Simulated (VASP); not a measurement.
Here is a VASP 6.6.1 calculation.

File INCAR:

```
PREC = Accurate
ENCUT = 520
EDIFF = 1E-7
ISMEAR = -1
SIGMA = 0.1
LREAL = False
LASPH = True
NELM = 80
ALGO = Normal
ISIF = 2
LWAVE = False
LCHARG = False
GGA = CA
NBANDS = 20
```

KPOINTS

```
regular mesh
0
Gamma
  17 17 10
```

Contents of POSCAR:

```
Tl
1.0
    3.4897903830      0.0000000000      0.0000000000
   -1.7448951915      3.0222471256      0.0000000000
    0.0000000000      0.0000000000      5.5844436435
Tl
2
Direct
    0.3333333333      0.6666666667      0.2500000000
    0.6666666667      0.3333333333      0.7500000000
```

Potentials or basis: VASP PAW LDA potentials, release 64 (Tl_d).

Launch:

```sh
$ cat potpaw_LDA.64/Tl_d/POTCAR > POTCAR
$ mpirun -np 1 vasp_std > vasp.out
```

Question: Estimate the band gap on the k mesh.

Answer: Zero (bands 13 and 14 overlap by 5.50 eV).

Question: Predict the pressure.

Answer: -2.6 GPa.

Stress tensor (GPa, compression positive):
```
-2.47  0.00  0.00
 0.00 -2.47  0.00
 0.00  0.00 -2.96
```

Caveat: spin-orbit coupling is left out, which moves the levels of the heavy elements.
